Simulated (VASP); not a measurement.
# Co (I4/mmm) in VASP: single point with revPBE

Aim: the single point of Co with revPBE.

Program: VASP 6.6.1. These are calculated values, not measurements. Logs are shortened: lines on timing, memory, paths and dates and some standing lists are left out, and cuts for length are marked.

## 1. The cell of the first run

The typed cell holds 2 atoms: a = 2.457 Å, b = 2.457 Å, c = 3.473 Å, α = 90.00°, β = 90.00°, γ = 90.00°.

This isn't the form of Co at room conditions, which is hcp.

## 2. Single point, revPBE, collinear spin, ferromagnetic start (10.48 Å³/atom)

Input file INCAR:

```
SYSTEM = Co
ALGO     = Normal         ! electronic algorithm
EDIFF    = 1E-6           ! SCF threshold, eV
ENCUT    = 690            ! plane-wave cutoff, eV
GGA      = RE             ! functional
GGA_COMPAT= .FALSE.      
ISIF     = 2              ! what is computed and relaxed
ISMEAR   = -1             ! smearing method
ISPIN    = 2              ! spin polarisation
LASPH    = .TRUE.         ! aspherical terms in the spheres
LCHARG   = .FALSE.        ! write CHGCAR
LMAXMIX  = 4              ! l up to which the mixer works
LORBIT   = 11             ! projections on sites
LREAL    = .FALSE.        ! projectors in reciprocal space
LWAVE    = .FALSE.        ! write WAVECAR
MAGMOM   = -1.699 -1.699  ! initial moments
NBANDS   = 28             ! bands
NELM     = 200            ! most SCF steps
PREC     = Accurate       ! precision mode
SIGMA    = 0.05           ! smearing width, eV
```

Input file KPOINTS:

```
k-points
0
G
  14 14 10
  0 0 0
```

Input file POSCAR:

```
Co
1.0
    2.4569586802      0.0000000000      0.0000000000
    0.0000000000      2.4569586802      0.0000000000
    0.0000000000      0.0000000000      3.4727753544
Co
2
Direct
    0.0000000000      0.0000000000      0.0000000000
    0.5000000000      0.5000000000      0.5000000000
```

Potentials or basis: VASP PAW PBE potentials, release 64 (Co_sv).

Command:

```console
$ cat potpaw_PBE.64/Co_sv/POTCAR > POTCAR
$ mpirun -np 1 vasp_std > vasp.out
```

OUTCAR:

```text
SYSTEM = Co
   EDIFF = 1E-6
   ENCUT = 690
   GGA = RE
   ISIF = 2
   ISMEAR = -1
   ISPIN = 2
   LASPH = .TRUE.
   LORBIT = 11
   LREAL = .FALSE.
   NELM = 200
   PREC = Accurate

 ion  position               nearest neighbor table
   1  0.000  0.000  0.000-   2 2.46   2 2.46   2 2.46   2 2.46   2 2.46   2 2.46   2 2.46   2 2.46

   2  0.500  0.500  0.500-   1 2.46   1 2.46   1 2.46   1 2.46   1 2.46   1 2.46   1 2.46   1 2.46

  LATTYP: Found a simple tetragonal cell.
 ALAT       =     2.4569586802
 C/A-ratio  =     1.4134447528

  Lattice vectors:

 A1 = (   2.4569586802,   0.0000000000,   0.0000000000)
 A2 = (   0.0000000000,   2.4569586802,   0.0000000000)
 A3 = (   0.0000000000,   0.0000000000,   3.4727753544)

Analysis of symmetry for initial positions (statically):
=====================================================================
 Subroutine PRICEL returns following result:

  LATTYP: Found a body centered tetragonal cell.
 ALAT       =     2.4569586802
 C/A-ratio  =     1.4134447528

  Lattice vectors:

 A1 = (  -1.2284793401,  -1.2284793401,  -1.7363876772)
 A2 = (   1.2284793401,   1.2284793401,  -1.7363876772)
 A3 = (   1.2284793401,  -1.2284793401,   1.7363876772)

   2 primitive cells build up your supercell.

 Routine SETGRP: Setting up the symmetry group for a
 simple tetragonal supercell.

 Subroutine GETGRP returns: Found 16 space group operations
 (whereof 16 operations were pure point group operations)
 out of a pool of 16 trial point group operations.

The static configuration has the point symmetry D_4h.

Analysis of symmetry for dynamics (positions and initial velocities):
=====================================================================
 Subroutine PRICEL returns following result:

  LATTYP: Found a body centered tetragonal cell.
 ALAT       =     2.4569586802
 C/A-ratio  =     1.4134447528

  Lattice vectors:

 A1 = (  -1.2284793401,  -1.2284793401,  -1.7363876772)
 A2 = (   1.2284793401,   1.2284793401,  -1.7363876772)
 A3 = (   1.2284793401,  -1.2284793401,   1.7363876772)

   2 primitive cells build up your supercell.

 Routine SETGRP: Setting up the symmetry group for a
 simple tetragonal supercell.

 Subroutine GETGRP returns: Found 16 space group operations
 (whereof 16 operations were pure point group operations)
 out of a pool of 16 trial point group operations.

The dynamic configuration has the point symmetry D_4h.

Analysis of structural, dynamic, and magnetic symmetry:
=====================================================================
 Subroutine PRICEL returns following result:

  LATTYP: Found a body centered tetragonal cell.
 ALAT       =     2.4569586802
 C/A-ratio  =     1.4134447528

  Lattice vectors:

 A1 = (  -1.2284793401,  -1.2284793401,  -1.7363876772)
 A2 = (   1.2284793401,   1.2284793401,  -1.7363876772)
 A3 = (   1.2284793401,  -1.2284793401,   1.7363876772)

   2 primitive cells build up your supercell.

 Routine SETGRP: Setting up the symmetry group for a
 simple tetragonal supercell.

 Subroutine GETGRP returns: Found 16 space group operations
 (whereof 16 operations were pure point group operations)
 out of a pool of 16 trial point group operations.

The overall configuration has the point symmetry D_4h.

 Subroutine INISYM returns: Found 16 space group operations
 (whereof 16 operations are pure point group operations),
 and found     2 'primitive' translations

----------------------------------------------------------------------------------------

                                     Primitive cell

  volume of cell :      10.4820

  direct lattice vectors                    reciprocal lattice vectors
    -1.228479340 -1.228479340 -1.736387677     0.000000000 -0.407007252 -0.287954128
     1.228479340  1.228479340 -1.736387677     0.407007252  0.000000000 -0.287954128
     1.228479340 -1.228479340  1.736387677     0.407007252 -0.407007252  0.000000000

  length of vectors
     2.456290932  2.456290932  2.456290932     0.498570439  0.498570439  0.575595175

  position of ions in fractional coordinates (direct lattice)
     0.000000000  0.000000000  0.000000000

  ion indices of the primitive-cell ions
   primitive index   ion index
                 1           1

----------------------------------------------------------------------------------------

 KPOINTS: k-points

Automatic generation of k-mesh.
 Grid dimensions read from file:
 generate k-points for:   14   14   10

 Generating k-lattice:

  Cartesian coordinates                     Fractional coordinates (reciprocal lattice)
     0.029071947  0.000000000  0.000000000     0.071428571  0.000000000  0.000000000
     0.000000000  0.029071947  0.000000000     0.000000000  0.071428571  0.000000000
     0.000000000  0.000000000  0.028795413     0.000000000  0.000000000  0.100000000

  Length of vectors
     0.029071947  0.029071947  0.028795413

  Shift w.r.t. Gamma in fractional coordinates (k-lattice)
     0.000000000  0.000000000  0.000000000

 Subroutine IBZKPT returns following result:
 ===========================================

 Found    216 irreducible k-points:

 Following reciprocal coordinates:
            Coordinates               Weight
  0.000000  0.000000  0.000000      1.000000
  0.071429  0.000000  0.000000      4.000000
  0.142857  0.000000  0.000000      4.000000
  0.214286  0.000000  0.000000      4.000000
  0.285714  0.000000  0.000000      4.000000
  0.357143  0.000000  0.000000      4.000000
[... 16 lines left out ...]
  0.285714  0.214286  0.000000      8.000000
  0.357143  0.214286  0.000000      8.000000
 [... further k-points ...]
   k-points           NKPTS =    216   k-points in BZ     NKDIM =    216   number of bands    NBANDS=     28
   number of dos      NEDOS =    301   number of ions     NIONS =      2
   total plane-waves  NPLWV =  17280
   dimension x,y,z NGX =    24 NGY =   24 NGZ =   30
   dimension x,y,z NGXF=    48 NGYF=   48 NGZF=   60
   ions per type =               2
   NGX,Y,Z   is equivalent  to a cutoff of  16.24, 16.24, 14.36 a.u.
   NGXF,Y,Z  is equivalent  to a cutoff of  32.48, 32.48, 28.72 a.u.
 SYSTEM =  Co
   PREC   = accura    normal or accurate (medium, high low for compatibility)
   ISTART =      0    job   : 0-new  1-cont  2-samecut
   ICHARG =      2    charge: 1-file 2-atom 10-const
   ISPIN  =      2    spin polarized calculation?
   LNONCOLLINEAR =      F non collinear calculations
   LSORBIT =      F    spin-orbit coupling
   LASPH  =      T    aspherical Exc in radial PAW
   ENCUT  =  690.0 eV  50.71 Ry    7.12 a.u.   5.26  5.26  7.44*2*pi/ulx,y,z
   NELM   =    200;   NELMIN=  2; NELMDL= -5     # of ELM steps
   EDIFF  = 0.1E-05   stopping-criterion for ELM
   LREAL  =      F    real-space projection
   EDIFFG = 0.1E-04   stopping-criterion for IOM
   NSW    =      0    number of steps for IOM
   IBRION =     -1    ionic relax: 0-MD 1-quasi-New 2-CG
   NFREE  =      0    steps in history (QN), initial steepest desc. (CG)
   ISIF   =      2    stress and relaxation
   ISYM   =      2    0-nonsym 1-usesym 2-fastsym
   POTIM  = 0.5000    time-step for ionic-motion
   TEBEG  =    0.0;   TEEND  =   0.0 temperature during run
   PSTRESS=    0.0 pullay stress
   NELECT =      34.0000    total number of electrons
   NUPDOWN=      -1.0000    fix difference up-down
   EMIN   =  10.00;   EMAX   =-10.00  energy-range for DOS
   EFERMI =   0.00;   METHOD = LEGACY
   ISMEAR =    -1;   SIGMA  =   0.05  broadening in eV -4-tet -1-fermi 0-gaus
   EFERMI_NEDOS =   21; number of points for ismear=-14 and -15
   IALGO  =     38    algorithm
   IMIX   =      4    mixing-type and parameters
     AMIX     =   0.40;   BMIX     =  1.00
     AMIX_MAG =   1.60;   BMIX_MAG =  1.00
  volume/ion in A,a.u.               =      10.48        70.74
  Fermi-wavevector in a.u.,A,eV,Ry     =   1.923433  3.634761 50.336026  3.699594
  Thomas-Fermi vector in A             =   2.957280
   LORBIT       =     11    0 simple, 1 ext, 2 COOP (PROOUT), +10 PAW based schemes
   GGA     = RE    functional components
   LHFCALC =     F    Hartree Fock is set to
   AEXX    =    0.0000 exact exchange contribution
   IVDW    =     0    specifies the selected vdW correction
   LEPSILON=     F    determine dielectric tensor
   LRPA    =     F    only Hartree local field effects (RPA)
 spin polarized calculation
  energy-cutoff  :      690.00
  volume of cell :       20.96
 maximum number of plane-waves:       888
 NGX is ok and might be reduce to    24
   NGX = 11   NGY = 11   NGZ = 15

 number of electron      33.9999986 magnetization      -3.2423247

 Free energy of the ion-electron system (eV)
  ---------------------------------------------------
  ext. energy  EPLUGINS =         0.00000000
  ---------------------------------------------------
  free energy    TOTEN  =       -13.35974435 eV

  energy without entropy =      -13.34129180  energy(sigma->0) =      -13.35051808

 E-fermi :  12.7934     XC(G=0): -14.0189

 val. band max:       12.7921634362   @ k =   0.4286   0.0714   0.1000
 cond. band min:      12.7941852947   @ k =   0.2857   0.0714   0.1000
 fundamental gap:      0.0020218585
 Fermi energy:        12.7933700818

 spin component 1

 k-point     1 :       0.0000    0.0000    0.0000
  band No.  band energies     occupation
      1     -81.4885      1.00000
      2     -81.3990      1.00000
      3     -44.8777      1.00000
      4     -44.6555      1.00000
      5     -44.6555      1.00000
      6     -44.5112      1.00000
[... 20 lines left out ...]
     27      40.6300      0.00000
     28      40.6409      0.00000

 k-point     2 :       0.0714    0.0000    0.0000
  band No.  band energies     occupation
      1     -81.4863      1.00000
      2     -81.3990      1.00000
      3     -44.8721      1.00000
      4     -44.6639      1.00000
      5     -44.6529      1.00000
      6     -44.5239      1.00000
[... 674 lines left out ...]
 k-point    24 :       0.3571    0.2143    0.0000
  band No.  band energies     occupation
      1     -81.4321      1.00000
      2     -81.4017      1.00000
      3     -44.7987      1.00000
      4     -44.7530      1.00000
      5     -44.7315      1.00000
      6     -44.6417      1.00000
[... 20 lines left out ...]
     27      35.9875      0.00000
     28      40.7476      0.00000

 [... further k-points ...]

 spin component 2

 k-point     1 :       0.0000    0.0000    0.0000
  band No.  band energies     occupation
      1     -83.5596      1.00000
      2     -83.4763      1.00000
      3     -46.8874      1.00000
      4     -46.6823      1.00000
      5     -46.6823      1.00000
      6     -46.5486      1.00000
[... 20 lines left out ...]
     27      40.5287      0.00000
     28      40.5308      0.00000

 k-point     2 :       0.0714    0.0000    0.0000
  band No.  band energies     occupation
      1     -83.5575      1.00000
      2     -83.4763      1.00000
      3     -46.8822      1.00000
      4     -46.6900      1.00000
      5     -46.6799      1.00000
      6     -46.5604      1.00000
[... 674 lines left out ...]
 k-point    24 :       0.3571    0.2143    0.0000
  band No.  band energies     occupation
      1     -83.5071      1.00000
      2     -83.4787      1.00000
      3     -46.8133      1.00000
      4     -46.7707      1.00000
      5     -46.7534      1.00000
      6     -46.6694      1.00000
[... 20 lines left out ...]
     27      35.7937      0.00000
     28      40.2747      0.00000

 [... further k-points ...]

------------------------ aborting loop because EDIFF is reached ----------------------------------------

  FORCE on cell =-STRESS in cart. coord.  units (eV):
  Direction    XX          YY          ZZ          XY          YZ          ZX
  --------------------------------------------------------------------------------------
  -------------------------------------------------------------------------------------
  Total        1.5868703      1.5868703      1.5879852      0.0000000      0.0000000     -0.0000000
  in kB      121.2773290    121.2773290    121.3625336      0.0000000      0.0000000     -0.0000000
  external PRESSURE =     121.3057305 kB  Pullay stress =       0.0000000 kB

 VOLUME and BASIS-vectors are now :
 -----------------------------------------------------------------------------
  energy-cutoff  :      690.00
  volume of cell :       20.96
      direct lattice vectors                 reciprocal lattice vectors
     2.456958680  0.000000000  0.000000000     0.407007252  0.000000000  0.000000000
     0.000000000  2.456958680  0.000000000     0.000000000  0.407007252  0.000000000
     0.000000000  0.000000000  3.472775354     0.000000000  0.000000000  0.287954128

 POSITION                                       TOTAL-FORCE (eV/Angst)
 -----------------------------------------------------------------------------------
      0.00000      0.00000      0.00000         0.000000      0.000000     -0.000000
      1.22848      1.22848      1.73639        -0.000000     -0.000000      0.000000
 -----------------------------------------------------------------------------------
    total drift:                                0.000000      0.000000     -0.000000

  FREE ENERGIE OF THE ION-ELECTRON SYSTEM (eV)
  ---------------------------------------------------
  free  energy   TOTEN  =       -13.3597443515 eV

  energy  without entropy=      -13.3412917995  energy(sigma->0) =      -13.35051808

 total charge

# of ion       s       p       d       tot
------------------------------------------
    1        2.253   6.132   6.697  15.081
    2        2.253   6.132   6.697  15.081
--------------------------------------------------
tot          4.505  12.264  13.393  30.163

 magnetization (x)

# of ion       s       p       d       tot
------------------------------------------
    1        0.004   0.013  -1.702  -1.685
    2        0.004   0.013  -1.702  -1.685
--------------------------------------------------
tot          0.008   0.026  -3.403  -3.370
```

It took 4.9 min on 1 thread of Intel Xeon Platinum 8259CL at 2.50GHz (Skylake/Cascade Lake), shared host; peak memory 0.35 GiB.

Results:

```
Free energy                                           : -13.3597 eV
Pressure                                              : 12.1 GPa
Net moment                                            : -3.24 μB per cell
Site moments                                          : Co -1.69 μB
Valence electrons inside the program's atomic spheres : Co 15.08
```

Levels at points of the mesh, in eV from the Fermi level:
Spin up:
```csv
k point,band 14,band 15,band 16,band 17,band 18,band 19
"(0.00, 0.00, 0.00)",-1.22,0.32,0.33,1.25,1.38,1.38
"(0.50, 0.00, 0.00)",-1.83,-0.32,-0.32,0.15,0.15,2.60
"(0.50, 0.50, 0.00)",1.25,1.38,1.38,1.38,1.38,2.45
"(0.00, 0.00, 0.50)",-0.67,-0.15,-0.15,-0.15,-0.15,0.77
"(0.50, 0.00, 0.50)",-1.23,-0.50,-0.50,1.19,1.19,1.20
"(0.50, 0.50, 0.50)",-2.29,0.15,0.15,1.38,1.38,8.64
```
Spin down:
| k point | band 16 | band 17 | band 18 | band 19 | band 20 | band 21 | band 22 | band 23 |
| --- | --- | --- | --- | --- | --- | --- | --- | --- |
| (0.00, 0.00, 0.00) | -1.70 | -0.87 | -0.47 | -0.47 | 2.49 | 9.87 | 15.14 | 15.14 |
| (0.50, 0.00, 0.00) | -2.21 | -1.58 | -1.58 | 1.09 | 1.09 | 12.07 | 12.07 | 13.46 |
| (0.50, 0.50, 0.00) | -0.48 | -0.47 | -0.47 | 2.48 | 2.48 | 9.85 | 9.85 | 15.15 |
| (0.00, 0.00, 0.50) | -1.82 | -1.82 | -1.82 | -1.29 | -1.29 | 19.78 | 19.78 | 19.78 |
| (0.50, 0.00, 0.50) | -0.75 | -0.75 | -0.75 | -0.43 | -0.43 | 6.38 | 6.38 | 21.68 |
| (0.50, 0.50, 0.50) | -1.78 | -0.48 | -0.48 | 8.14 | 8.14 | 8.14 | 8.14 | 10.27 |

Caveat: the cell stands under pressure; the PAW data sets were made with another functional, which shifts forces and pressure a little.
